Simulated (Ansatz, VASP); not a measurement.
## RbBr: VASP beside Ansatz

```
CELL_PARAMETERS angstrom
4.12608 0.00000 0.00000
0.00000 4.12608 0.00000
0.00000 0.00000 4.12608
ATOMIC_POSITIONS crystal
Rb 0.00000 0.00000 0.00000
Br 0.50000 0.50000 0.50000
```

Alike in both runs: task single point; functional PBE-based screened hybrid; k mesh 4 × 4 × 4; occupations fermi-dirac, width 0.05 eV; no spin polarisation.

```csv
,VASP,Ansatz
version,VASP 6.6.1,Ansatz 0.2.0
potentials or method,"VASP PAW PBE potentials, release 64 (Rb_sv, Br), cutoff 520 eV",all-electron PAW datasets made for the crystal
```

|  | VASP | Ansatz | Ansatz less VASP |
| --- | --- | --- | --- |
| gap on the k mesh at the Fermi level (eV) | 4.56 | 4.56 | +0.001 |
| least direct gap on the mesh (eV) | 4.71 | 4.71 | 0.000 |
| pressure (GPa) | 0.7 | 0.7 | -0.03 |

VASP's potentials were made for PBE, not for PBE-based screened hybrid. Ansatz ran all-electron here, and VASP with PAW potentials.
